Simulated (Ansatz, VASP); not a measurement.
**Mn: VASP beside Ansatz**

```
CELL_PARAMETERS angstrom
0.00000 2.37634 2.37634
2.37634 0.00000 2.37634
2.37634 2.37634 0.00000
ATOMIC_POSITIONS crystal
Mn 0.00000 0.00000 0.00000
Mn 0.50000 0.50000 0.50000
```

Alike in both runs: task single point; functional PBEsol; k mesh 13 × 13 × 13; occupations fermi-dirac, width 0.05 eV; collinear spin.

```csv
,VASP,Ansatz
version,VASP 6.6.1,Ansatz 0.2.0
potentials or method,"VASP PAW PBE potentials, release 64 (Mn_pv), cutoff 520 eV","plane waves (420 eV) with PAW, scalar-relativistic"
valence electrons in the cell,26,30
```

Ansatz gave:

```
pressure (GPa)                                                : -7.7
net moment per atom (μB)                                      : 0.00
size of the moment on the site where the two differ most (μB) : 2.23
```

Which values does VASP return?

Pressure (GPa): -7.6; net moment per atom (μB): 0.00; size of the moment on the site where the two differ most (μB): 2.35.

VASP's potentials were made for PBE, not for PBEsol, and Ansatz warns of the same on its side. Site moments also hang on the region over which each program counts them. VASP's potentials hold 26 valence electrons a cell and Ansatz's 30, so a difference there can come from the potentials and not from the codes.
